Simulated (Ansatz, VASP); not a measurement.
**Two plane-wave programs on AlAu4**

File INCAR:

```
PREC = Accurate
ENCUT = 520
EDIFF = 1E-6
ISMEAR = 0
SIGMA = 0.1
LREAL = F
LASPH = T
NELM = 60
ALGO = Fast
ISIF = 2
LWAVE = F
LCHARG = F
GGA = PS
NBANDS = 32
```

Contents of KPOINTS:

```
Automatic mesh
0
Gamma
  12 12 4
```

File POSCAR:

```
AlAu4
1.0
    2.3869621874     -1.8062811367      0.1416033560
    2.3869621874      1.8062811367      0.1416033560
   -0.3170303177      0.0000000000     11.8524307674
Al Au
1 4
Direct
    0.0000000000      0.0000000000      0.0000000000
    0.6029432249      0.6029432249      0.8154572604
    0.2083939881      0.2083939881      0.6064633607
    0.7916060119      0.7916060119      0.3935366393
    0.3970567751      0.3970567751      0.1845427396
```

Input for Ansatz:

```yaml
crystal:
  lattice:
    - [2.3869621874, -1.8062811367, 0.141603356]
    - [2.3869621874, 1.8062811367, 0.141603356]
    - [-0.3170303177, 0.0, 11.8524307674]
  atoms:
    - { symbol: Al, position: [0.0, 0.0, 0.0] }
    - { symbol: Au, position: [0.6029432249, 0.6029432249, 0.8154572604] }
    - { symbol: Au, position: [0.2083939881, 0.2083939881, 0.6064633607] }
    - { symbol: Au, position: [0.7916060119, 0.7916060119, 0.3935366393] }
    - { symbol: Au, position: [0.3970567751, 0.3970567751, 0.1845427396] }
basis:
  ecutwfc: 420
kpoints:
  mp_grid: { grid: [12, 12, 4] }
hamiltonian:
  xc: pbesol
scf:
  occupations: { method: gaussian, width: 0.1 }
output:
  forces: true
  stress: true
  eigenvalues: true
```

Alike in both runs: task single point; functional PBEsol; k mesh 12 × 12 × 4; occupations gaussian, width 0.1 eV; no spin polarisation.

|  | VASP | Ansatz |
| --- | --- | --- |
| version | VASP 6.6.1 | Ansatz 0.2.0 |
| potentials or method | VASP PAW PBE potentials, release 64 (Al, Au), cutoff 520 eV | scalar-relativistic, plane waves, PAW |
| valence electrons in the cell | 47 | 79 |

Ansatz gave:

| Property | Result |
| --- | --- |
| gap on the k mesh at the Fermi level (eV) | none |
| pressure (GPa) | -17.6 |
| traceless stress, the component that is largest in VASP (GPa) | -2.85 |
| rms of the force components (eV/Å) | 0.151 |

Problem. What did VASP give for the same quantities?

Solution. gap on the k mesh at the Fermi level (eV): none; pressure (GPa): -17.7; traceless stress, the component that is largest in VASP (GPa): -2.87; rms of the force components (eV/Å): 0.152.

VASP's potentials were made for PBE, not for PBEsol. Atom by atom the forces differ by 0.001 eV/Å (rms over components). A gap of «none» marks a metal or a gap that the smearing closes. With one functional, cell and mesh, what is left measures potentials, basis and numerics. VASP's potentials hold 47 valence electrons a cell and Ansatz's 79, so a difference there can come from the potentials and not from the codes.

Spin-orbit coupling is off throughout.
